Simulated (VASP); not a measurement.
Here is a VASP 6.6.1 calculation.

File INCAR:

```
ALGO = Normal
EDIFF = 1E-6
ENCUT = 500
GGA = PE
GGA_COMPAT = F
ISIF = 2
ISMEAR = -1
LASPH = T
LCHARG = F
LMAXMIX = 4
LORBIT = 11
LORBMOM = T
LREAL = F
LSORBIT = T
LWAVE = F
MAGMOM = 0 0 0
NBANDS = 21
NELM = 200
PREC = Accurate
SIGMA = 0.15
```

The input KPOINTS:

```
k-points
0
Gamma
  4 4 4
```

File POSCAR:

```
Pd
1.0
    0.0000000000      1.9571754400      1.9571754400
    1.9571754400      0.0000000000      1.9571754400
    1.9571754400      1.9571754400      0.0000000000
Pd
1
Direct
    0.0000000000      0.0000000000      0.0000000000
```

Potentials or basis: VASP PAW PBE potentials, release 64 (Pd).

Run with:

```bash
$ cat potpaw_PBE.64/Pd/POTCAR > POTCAR
$ mpirun -np 1 vasp_ncl > vasp.out
```

Q: Estimate the net moment.

A: 0.00 μB per cell.

Q: Predict the pressure.

A: 4.0 GPa.

Moments on the atoms (μB; x, y, z):
```
Pd  0.00 0.00 0.00
```

Caveat: the k points lie up to 0.70 Å⁻¹ apart.
